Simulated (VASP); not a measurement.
# AgCl (Chlorargyrite) (P1) in VASP: a series of runs

The runs below take AgCl (Chlorargyrite) through single point, with PBEsol.

All numbers are computed with VASP 6.6.1; they aren't measurements. Logs are shortened: lines on timing, memory, paths and dates and some standing lists are left out, and cuts for length are marked.

## 1. The cell of the first run

The typed cell holds 2 atoms: a = 3.898 Å, b = 3.954 Å, c = 3.856 Å, α = 61.14°, β = 59.80°, γ = 60.33°.

## 2. Single point, PBEsol

Contents of INCAR:

```
SYSTEM = AgCl
PREC     = Accurate       ! precision mode
ENCUT    = 520            ! plane-wave cutoff, eV
EDIFF    = 1E-6           ! SCF threshold, eV
ISMEAR   = -1             ! smearing method
SIGMA    = 0.05           ! smearing width, eV
LREAL    = .FALSE.        ! projectors in reciprocal space
LASPH    = .TRUE.         ! aspherical terms in the spheres
NELM     = 80             ! most SCF steps
ALGO     = Normal         ! electronic algorithm
ISIF     = 2              ! what is computed and relaxed
LWAVE    = .FALSE.        ! write WAVECAR
LCHARG   = .TRUE.         ! write CHGCAR
GGA      = PS             ! functional
LELF     = .TRUE.         ! ELF
LVHAR    = .TRUE.       
NBANDS   = 16             ! bands
```

Contents of KPOINTS:

```
Automatic mesh
0
G
  4 4 4
  0 0 0
```

Contents of POSCAR:

```
AgCl
1.0
   -0.0002100000      2.7497900000      2.7622600000
    2.7711200000     -0.0580000000      2.8200600000
    2.7084400000      2.7449000000      0.0046800000
Ag Cl
1 1
Direct
    0.9913900000      0.9913900000      0.0064700000
    0.4992497359      0.4918492545      0.5169521857
```

Potentials or basis: VASP PAW PBE potentials, release 64 (Ag, Cl).

Launch:

```console
$ cat potpaw_PBE.64/Ag/POTCAR potpaw_PBE.64/Cl/POTCAR > POTCAR
$ mpirun -np 1 vasp_std > vasp.out
```

OUTCAR:

```text
SYSTEM = AgCl
   PREC = Accurate
   ENCUT = 520
   EDIFF = 1E-6
   ISMEAR = -1
   LREAL = .FALSE.
   LASPH = .TRUE.
   NELM = 80
   ISIF = 2
   GGA = PS

 ion  position               nearest neighbor table
   1  0.991  0.991  0.006-   2 2.71   2 2.73   2 2.77   2 2.77   2 2.81   2 2.83
   2  0.499  0.492  0.517-   1 2.71   1 2.73   1 2.77   1 2.77   1 2.81   1 2.83

  LATTYP: Found a triclinic cell.
 ALAT       =     3.8653662428
 B/A-ratio  =     1.4178441814
 C/A-ratio  =     1.0083437553
 COS(alpha) =     0.0000701770
 COS(beta)  =     0.5065252681
 COS(gamma) =     0.6925382791

  Lattice vectors:

 A1 = (   2.7086500000,  -0.0048900000,  -2.7575800000)
 A2 = (   5.4797700000,  -0.0628900000,   0.0624800000)
 A3 = (   0.0002100000,  -2.7497900000,  -2.7622600000)

Analysis of symmetry for initial positions (statically):
=====================================================================
 Subroutine PRICEL returns:
 Original cell was already a primitive cell.

 Routine SETGRP: Setting up the symmetry group for a
 triclinic supercell.

 Subroutine GETGRP returns: Found  1 space group operations
 (whereof  1 operations were pure point group operations)
 out of a pool of  2 trial point group operations.

The static configuration has the point symmetry C_1 .

Analysis of symmetry for dynamics (positions and initial velocities):
=====================================================================
 Subroutine PRICEL returns:
 Original cell was already a primitive cell.

 Routine SETGRP: Setting up the symmetry group for a
 triclinic supercell.

 Subroutine GETGRP returns: Found  1 space group operations
 (whereof  1 operations were pure point group operations)
 out of a pool of  2 trial point group operations.

The dynamic configuration has the point symmetry C_1 .

 Subroutine INISYM returns: Found  1 space group operations
 (whereof  1 operations are pure point group operations),
 and found     1 'primitive' translations

----------------------------------------------------------------------------------------

                                     Primitive cell

  volume of cell :      42.4137

  direct lattice vectors                    reciprocal lattice vectors
    -0.000210000  2.749790000  2.762260000    -0.182513204  0.179776830  0.183043285
     2.771120000 -0.058000000  2.820060000     0.178462725 -0.176391647  0.175608909
     2.708440000  2.744900000  0.004680000     0.186609283  0.180487725 -0.179658741

  length of vectors
     3.897617913  3.954138144  3.856182717     0.314858099  0.306270217  0.315715230

  position of ions in fractional coordinates (direct lattice)
     0.991390000  0.991390000  0.006470000
     0.499249736  0.491849255  0.516952186

  ion indices of the primitive-cell ions
   primitive index   ion index
                 1           1
                 2           2

----------------------------------------------------------------------------------------

 KPOINTS: Automatic mesh

Automatic generation of k-mesh.
 Grid dimensions read from file:
 generate k-points for:    4    4    4

 Generating k-lattice:

  Cartesian coordinates                     Fractional coordinates (reciprocal lattice)
    -0.045628301  0.044944207  0.045760821     0.250000000  0.000000000  0.000000000
     0.044615681 -0.044097912  0.043902227     0.000000000  0.250000000  0.000000000
     0.046652321  0.045121931 -0.044914685     0.000000000 -0.000000000  0.250000000

  Length of vectors
     0.078714525  0.076567554  0.078928808

  Shift w.r.t. Gamma in fractional coordinates (k-lattice)
     0.000000000  0.000000000  0.000000000

 Subroutine IBZKPT returns following result:
 ===========================================

 Found     36 irreducible k-points:

 Following reciprocal coordinates:
            Coordinates               Weight
  0.000000  0.000000  0.000000      1.000000
  0.250000  0.000000 -0.000000      2.000000
  0.500000  0.000000 -0.000000      1.000000
  0.000000  0.250000  0.000000      2.000000
  0.250000  0.250000  0.000000      2.000000
  0.500000  0.250000 -0.000000      2.000000
[... 16 lines left out ...]
 -0.000000 -0.250000  0.250000      2.000000
  0.250000 -0.250000  0.250000      2.000000
 [... further k-points ...]
   k-points           NKPTS =     36   k-points in BZ     NKDIM =     36   number of bands    NBANDS=     16
   number of dos      NEDOS =    301   number of ions     NIONS =      2
   total plane-waves  NPLWV =  27000
   dimension x,y,z NGX =    30 NGY =   30 NGZ =   30
   dimension x,y,z NGXF=    60 NGYF=   60 NGZF=   60
   ions per type =               1   1
   NGX,Y,Z   is equivalent  to a cutoff of  12.80, 12.61, 12.93 a.u.
   NGXF,Y,Z  is equivalent  to a cutoff of  25.59, 25.23, 25.87 a.u.
 SYSTEM =  AgCl
   PREC   = accura    normal or accurate (medium, high low for compatibility)
   ISTART =      0    job   : 0-new  1-cont  2-samecut
   ICHARG =      2    charge: 1-file 2-atom 10-const
   ISPIN  =      1    spin polarized calculation?
   LNONCOLLINEAR =      F non collinear calculations
   LSORBIT =      F    spin-orbit coupling
   LASPH  =      T    aspherical Exc in radial PAW
   ENCUT  =  520.0 eV  38.22 Ry    6.18 a.u.   7.25  7.35  7.17*2*pi/ulx,y,z
   NELM   =     80;   NELMIN=  2; NELMDL= -5     # of ELM steps
   EDIFF  = 0.1E-05   stopping-criterion for ELM
   LREAL  =      F    real-space projection
   EDIFFG = 0.1E-04   stopping-criterion for IOM
   NSW    =      0    number of steps for IOM
   IBRION =     -1    ionic relax: 0-MD 1-quasi-New 2-CG
   NFREE  =      0    steps in history (QN), initial steepest desc. (CG)
   ISIF   =      2    stress and relaxation
   ISYM   =      2    0-nonsym 1-usesym 2-fastsym
   POTIM  = 0.5000    time-step for ionic-motion
   TEBEG  =    0.0;   TEEND  =   0.0 temperature during run
   PSTRESS=    0.0 pullay stress
   NELECT =      18.0000    total number of electrons
   NUPDOWN=      -1.0000    fix difference up-down
   EMIN   =  10.00;   EMAX   =-10.00  energy-range for DOS
   EFERMI =   0.00;   METHOD = LEGACY
   ISMEAR =    -1;   SIGMA  =   0.05  broadening in eV -4-tet -1-fermi 0-gaus
   EFERMI_NEDOS =   21; number of points for ismear=-14 and -15
   IALGO  =     38    algorithm
   IMIX   =      4    mixing-type and parameters
     AMIX     =   0.40;   BMIX     =  1.00
     AMIX_MAG =   1.60;   BMIX_MAG =  1.00
  volume/ion in A,a.u.               =      21.21       143.11
  Fermi-wavevector in a.u.,A,eV,Ry     =   1.230260  2.324855 20.592972  1.513541
  Thomas-Fermi vector in A             =   2.365116
   LORBIT       =      0    0 simple, 1 ext, 2 COOP (PROOUT), +10 PAW based schemes
   GGA     = PS    functional components
   LHFCALC =     F    Hartree Fock is set to
   AEXX    =    0.0000 exact exchange contribution
   IVDW    =     0    specifies the selected vdW correction
   LEPSILON=     F    determine dielectric tensor
   LRPA    =     F    only Hartree local field effects (RPA)
 non-spin polarized calculation
  energy-cutoff  :      520.00
  volume of cell :       42.41
 maximum number of plane-waves:      1152
 NGX is ok and might be reduce to    30
   NGX = 15   NGY = 15   NGZ = 15

 number of electron      18.0000000 magnetization

 Free energy of the ion-electron system (eV)
  ---------------------------------------------------
  ext. energy  EPLUGINS =         0.00000000
  ---------------------------------------------------
  free energy    TOTEN  =        -6.02762056 eV

  energy without entropy =       -6.02754891  energy(sigma->0) =       -6.02758473

 E-fermi :   4.2235     XC(G=0): -10.2415

 val. band max:        3.8697964477   @ k =  -0.0000   0.0000   0.5000
 cond. band min:       4.5159723663   @ k =   0.0000   0.0000   0.0000
 fundamental gap:      0.6461759186
 Fermi energy:         4.2234821432

 k-point     1 :       0.0000    0.0000    0.0000
  band No.  band energies     occupation
      1     -11.3841      2.00000
      2       1.1305      2.00000
      3       1.1887      2.00000
      4       1.2427      2.00000
      5       1.2702      2.00000
      6       1.3008      2.00000
[... 8 lines left out ...]
     15      16.7863      0.00000
     16      16.9367      0.00000

 k-point     2 :       0.2500    0.0000   -0.0000
  band No.  band energies     occupation
      1     -11.1595      2.00000
      2      -0.4862      2.00000
      3       0.0014      2.00000
      4       0.0929      2.00000
      5       1.4453      2.00000
      6       1.4900      2.00000
[... 8 lines left out ...]
     15      16.0246      0.00000
     16      16.2344      0.00000

 k-point     3 :       0.5000    0.0000   -0.0000
  band No.  band energies     occupation
      1     -10.9131      2.00000
      2      -1.5695      2.00000
      3      -0.5038      2.00000
      4      -0.4104      2.00000
      5       1.6443      2.00000
      6       1.6898      2.00000
[... 8 lines left out ...]
     15      17.2295      0.00000
     16      17.7155      0.00000

 k-point     4 :       0.0000    0.2500    0.0000
  band No.  band energies     occupation
      1     -11.1783      2.00000
      2      -0.5616      2.00000
      3       0.1025      2.00000
      4       0.1391      2.00000
      5       1.4682      2.00000
      6       1.4801      2.00000
[... 8 lines left out ...]
     15      16.0738      0.00000
     16      16.4665      0.00000
[... 324 lines left out ...]
 k-point    22 :      -0.2500    0.5000    0.2500
  band No.  band energies     occupation
      1     -10.8681      2.00000
      2      -0.4776      2.00000
      3      -0.3150      2.00000
      4      -0.2716      2.00000
      5       1.7289      2.00000
      6       1.7485      2.00000
[... 8 lines left out ...]
     15      17.3542      0.00000
     16      18.9011      0.00000

 k-point    23 :      -0.0000   -0.2500    0.2500
  band No.  band energies     occupation
      1     -10.9743      2.00000
      2      -1.0553      2.00000
      3      -0.2791      2.00000
      4      -0.0560      2.00000
      5       1.5561      2.00000
      6       1.6365      2.00000
[... 8 lines left out ...]
     15      17.5798      0.00000
     16      19.5393      0.00000

 k-point    24 :       0.2500   -0.2500    0.2500
  band No.  band energies     occupation
      1     -10.9314      2.00000
      2      -0.9701      2.00000
      3      -0.3108      2.00000
      4      -0.0064      2.00000
      5       1.4169      2.00000
      6       1.7031      2.00000
[... 8 lines left out ...]
     15      17.9466      0.00000
     16      18.7936      0.00000

 [... further k-points ...]
[... 5 lines left out ...]
  --------------------------------------------------------------------------------------
  -------------------------------------------------------------------------------------
  Total       -0.5627968     -0.5979363     -0.6377183      0.0350516      0.0290643     -0.0420370
  in kB      -21.2596642    -22.5870599    -24.0898267      1.3240759      1.0979045     -1.5879494
  external PRESSURE =     -22.6455169 kB  Pullay stress =       0.0000000 kB

 VOLUME and BASIS-vectors are now :
 -----------------------------------------------------------------------------
  energy-cutoff  :      520.00
  volume of cell :       42.41
      direct lattice vectors                 reciprocal lattice vectors
    -0.000210000  2.749790000  2.762260000    -0.182513204  0.179776830  0.183043285
     2.771120000 -0.058000000  2.820060000     0.178462725 -0.176391647  0.175608909
     2.708440000  2.744900000  0.004680000     0.186609283  0.180487725 -0.179658741

 POSITION                                       TOTAL-FORCE (eV/Angst)
 -----------------------------------------------------------------------------------
      2.76458      2.68637      5.53429         0.029498      0.033774      0.013447
      2.76300      2.76329      2.76852        -0.029498     -0.033774     -0.013447
 -----------------------------------------------------------------------------------
    total drift:                               -0.000082      0.000037      0.000044

  FREE ENERGIE OF THE ION-ELECTRON SYSTEM (eV)
  ---------------------------------------------------
  free  energy   TOTEN  =        -6.0276205612 eV

  energy  without entropy=       -6.0275489082  energy(sigma->0) =       -6.02758473
```

Run time: 18 s. Hardware: 1 thread of Intel Xeon Platinum 8488C (Sapphire Rapids), shared host; peak memory 0.18 GiB.

Results:

| Quantity | Value |
| --- | --- |
| Free energy | -6.0276 eV |
| Pressure | -2.3 GPa |
| Largest force | 0.047 eV/Å |
| Band gap on the k mesh | 0.65 eV, indirect (least direct gap 2.90 eV) |

Forces on the atoms (eV/Å):
```
Ag   0.029  0.034  0.013
Cl  -0.029 -0.034 -0.013
```

Stress tensor (GPa, compression positive):
```
-2.13  0.13 -0.16
 0.13 -2.26  0.11
-0.16  0.11 -2.41
```

Caveat: the k points lie up to 0.50 Å⁻¹ apart; the PAW data sets were made with another functional, which shifts forces and pressure a little.

(Continued in part 2 of 2.)
